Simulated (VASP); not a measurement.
Ir:

```
Ir
1.0
     0.00000    1.91513    1.91513
     1.91513    0.00000    1.91513
     1.91513    1.91513    0.00000
Ir
1
Direct
  0.00000 0.00000 0.00000
```

Base run:

* Program: VASP 6.6.1
* Functional: PBEsol
* Potentials or basis: VASP PAW PBE potentials, release 64 (Ir)
* Cutoff: 520 eV
* k mesh: 18 × 18 × 18
* Occupations: gaussian, width 0.1 eV
* Spin: no spin polarisation

Its results: pressure 1.0 GPa.

Question: The run is repeated on the same cell with these changes: potentials or basis from VASP PAW PBE potentials, release 64 (Ir) to VASP PAW PBE potentials, release 64 (Ir_sv_GW); cutoff from 520 eV to 500 eV; further incar settings from ALGO = Normal; EDIFF = 1e-07; NBANDS = 10 to ALGO = Normal; EDIFF = 1e-06; NBANDS = 14; valence electrons from 9 to 17. What comes out?

Answer: Pressure -3.3 GPa.

Caveats: the PAW data sets were made with another functional, which shifts forces and pressure a little.
